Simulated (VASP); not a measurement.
Wanted: the native input for a VASP 6.6.1 run.

- Task: single point
- Functional: PBE
- Potentials or basis: VASP PAW PBE potentials, release 64 (Co)
- Cutoff: 520 eV
- k mesh: 15 × 15 × 8
- Occupations: fermi-dirac, width 0.08 eV
- Spin: no spin polarisation
- Dipole correction: no
- Further INCAR settings: ALGO = Normal; EDIFF = 1e-06; NBANDS = 16

The structure of Co lies in POSCAR:

```
Co
1.0
    2.7010147709      0.0000000000      0.0000000000
   -1.3505073854      2.3391474075      0.0000000000
    0.0000000000      0.0000000000      4.3841668725
Co
2
Direct
    0.3333333333      0.6666666667      0.2500000000
    0.6666666667      0.3333333333      0.7500000000
```

This cell differs from its parent crystal: volume scaled by 1.25.

The input as run:

INCAR

```
PREC     = Accurate       # precision mode
ENCUT    = 520            # plane-wave cutoff, eV
EDIFF    = 1E-6           # SCF threshold, eV
ISMEAR   = -1             # smearing method
SIGMA    = 0.08           # smearing width, eV
LREAL    = False          # projectors in reciprocal space
LASPH    = True           # aspherical terms in the spheres
NELM     = 80             # most SCF steps
ALGO     = Normal         # electronic algorithm
ISIF     = 2              # what is computed and relaxed
LWAVE    = False          # write WAVECAR
LCHARG   = False          # write CHGCAR
GGA      = PE             # functional
NBANDS   = 16             # bands
```

KPOINTS

```
regular mesh
0
Gamma
  15 15 8
```

Potentials or basis: VASP PAW PBE potentials, release 64 (Co).

Run with:

```console
$ cat potpaw_PBE.64/Co/POTCAR > POTCAR
$ mpirun -np 1 vasp_std > vasp.out
```

Results of the run:

```
Pressure               : -35.8 GPa
Band gap on the k mesh : zero (band 9 reaches 7.16 eV, above the bottom of band 10 at 6.19 eV)
```

Caveat: the run has no spin polarisation, though such a crystal can be magnetic.

Run time: 31 s on 1 thread of Intel Xeon 6975P-C, on a shared host, peak memory 0.17 GiB.
